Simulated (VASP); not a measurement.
**SrAl3O2: relaxation of cell and atoms with PBE**

Crystal: SrAl3O2.

```
CELL_PARAMETERS angstrom
6.21049 0.00000 0.00000
-3.10525 5.37845 0.00000
0.00000 0.00000 3.10224
ATOMIC_POSITIONS crystal
Sr 0.00000 0.00000 0.50000
Al 0.50000 0.00000 0.50000
Al 0.00000 0.50000 0.50000
Al 0.50000 0.50000 0.50000
O 0.33333 0.66667 0.00000
O 0.66667 0.33333 0.00000
```

- Program: VASP 6.6.1
- Task: relaxation of cell and atoms
- Functional: PBE
- Potentials or basis: VASP PAW PBE potentials, release 64 (Sr_sv, Al, O)
- Cutoff: 600 eV
- k mesh: 3 × 3 × 6
- Occupations: gaussian, width 0.1 eV
- Spin: no spin polarisation
- Dipole correction: no
- Further INCAR settings: ALGO = Normal; EDIFF = 1e-07; IBRION = 2; EDIFFG = -0.04; NSW = 90; ISIF = 3

```json
{"Pressure after relaxing": "0.2 GPa"}
```

Stress tensor (GPa, compression positive):
```
0.29 0.00 0.00
0.00 0.29 0.00
0.00 0.00 0.04
```

Final structure:
```xyz
6
Lattice="6.2105 0.0000 0.0000 -3.1052 5.3784 0.0000 0.0000 0.0000 3.1022" Properties=species:S:1:pos:R:3 pbc="T T T"
Sr    0.0000    0.0000    1.5511
Al    3.1052    0.0000    1.5511
Al   -1.5526    2.6892    1.5511
Al    1.5526    2.6892    1.5511
O     0.0000    3.5856    0.0000
O     3.1052    1.7928    0.0000
```

Levels at points of the mesh, in eV from the Fermi level:
```tsv
k point	band 12	band 13	band 14	band 15	band 16	band 17	band 18	band 19
(0.00, 0.00, 0.00)	-3.82	-3.61	0.01	0.02	0.02	0.08	0.08	1.07
(0.00, 0.00, 0.50)	-4.21	-1.70	-1.70	-0.74	-0.34	0.38	0.38	0.64
```

It took 30 s on 1 thread of Intel(R) Xeon(R) 6975P-C (Granite Rapids) (shared host), peak memory 0.25 GiB.

Caveat: the k points lie up to 0.39 Å⁻¹ apart in the final cell; the relaxation stopped at its first step, so nothing moved; an odd number of electrons without spin polarisation forces a metal; a magnetic or distorted state may lie lower.
